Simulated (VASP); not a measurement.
**TaN: vibrations by perturbation theory with PBE**

TaN:

```
Ta N
1.0
     2.92694    0.00000    0.00000
    -1.46347    2.53480    0.00000
     0.00000    0.00000    2.87818
Ta N
1 1
Direct
  0.33333 0.66667 0.50000
  0.00000 0.00000 0.00000
```

```json
{"Program": "VASP 6.6.1", "Task": "vibrations by perturbation theory", "Functional": "PBE", "Potentials or basis": "VASP PAW PBE potentials, release 64 (Ta_pv, N)", "Cutoff": "520 eV", "k mesh": "18 × 18 × 14", "Occupations": "fermi-dirac, width 0.15 eV", "Spin": "no spin polarisation", "Dipole correction": "no", "Further INCAR settings": "ALGO = Normal; EDIFF = 1e-08; NBANDS = 15; IBRION = 8; NSW = 1"}
```

The highest phonon frequency at Γ is 560 cm⁻¹.

Phonon frequencies in cm⁻¹ (negative: imaginary):
| q point | frequencies |
| --- | --- |
| (0.000, 0.000, 0.000) | 0 0 0 533 533 560 |

Wall time 10 min on 1 thread of Intel(R) Xeon(R) 6975P-C (Granite Rapids) (shared host), peak memory 0.9 GiB.

Caveat: the cell stands under pressure or tension, which shifts response properties.
